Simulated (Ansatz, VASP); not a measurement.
**Rh: VASP beside Ansatz**

```
CELL_PARAMETERS angstrom
2.69174 0.00000 0.00000
-1.34587 2.33112 0.00000
0.00000 0.00000 8.79807
ATOMIC_POSITIONS crystal
Rh 0.00000 0.00000 0.00000
Rh 0.33333 0.66667 0.25000
Rh 0.00000 0.00000 0.50000
Rh 0.66667 0.33333 0.75000
```

Alike in both runs: task relaxation of cell and atoms; functional PBEsol; dispersion D3(BJ); k mesh 9 × 9 × 3; no spin polarisation.

|  | VASP | Ansatz |
| --- | --- | --- |
| version | VASP 6.6.1 | Ansatz 0.2.0 |
| potentials or method | VASP PAW PBE potentials, release 64 (Rh_pv), cutoff 600 eV | plane waves, PAW |
| occupations | methfessel-paxton of order 1, width 0.1 eV | cold |
| valence electrons in the cell | 60 | 68 |

```tsv
	VASP	Ansatz	Ansatz less VASP
relaxed volume (Å³/atom)	13.19	13.19	0.000
relaxed cell length with the largest relative difference (Å)	8.648	8.645	-0.0035
```

VASP's potentials were made for PBE, not for PBEsol. VASP's potentials hold 60 valence electrons a cell and Ansatz's 68, so a difference there can come from the potentials and not from the codes.
